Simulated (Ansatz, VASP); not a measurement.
## Two plane-wave programs on MgS

```xyz
2
Lattice="-0.0059 2.5956 2.5956 2.5956 -0.0059 2.5956 2.5956 2.5956 -0.0059" Properties=species:S:1:pos:R:3 pbc="T T T"
Mg    0.0000    0.0000    0.0000
S     2.5927    2.5927    2.5927
```

Change from the starting cell: shear_111 strain -0.3%.

Alike in both runs: task single point; functional r2SCAN; k mesh 8 × 8 × 8; no spin polarisation.

|  | VASP | Ansatz |
| --- | --- | --- |
| version | VASP 6.6.1 | Ansatz 0.2.0 |
| potentials or method | VASP PAW PBE potentials, release 64 (Mg, S) | plane waves, PAW |
| plane-wave cutoff (eV) | 520 | 500 |
| occupations | gaussian, width 0.01 eV | fixed |
| valence electrons in the cell | 8 | 16 |

Ansatz gave:

- gap on the k mesh at the Fermi level (eV): 3.45
- pressure (GPa): 0.3
- traceless stress, the component that is largest in VASP (GPa): 0.14

Q: Estimate VASP's values.

A: gap on the k mesh at the Fermi level (eV): 3.42; pressure (GPa): -0.1; traceless stress, the component that is largest in VASP (GPa): 0.14.

VASP's potentials were made for PBE, not for r2SCAN. VASP's potentials hold 8 valence electrons a cell and Ansatz's 16, so a difference there can come from the potentials and not from the codes.
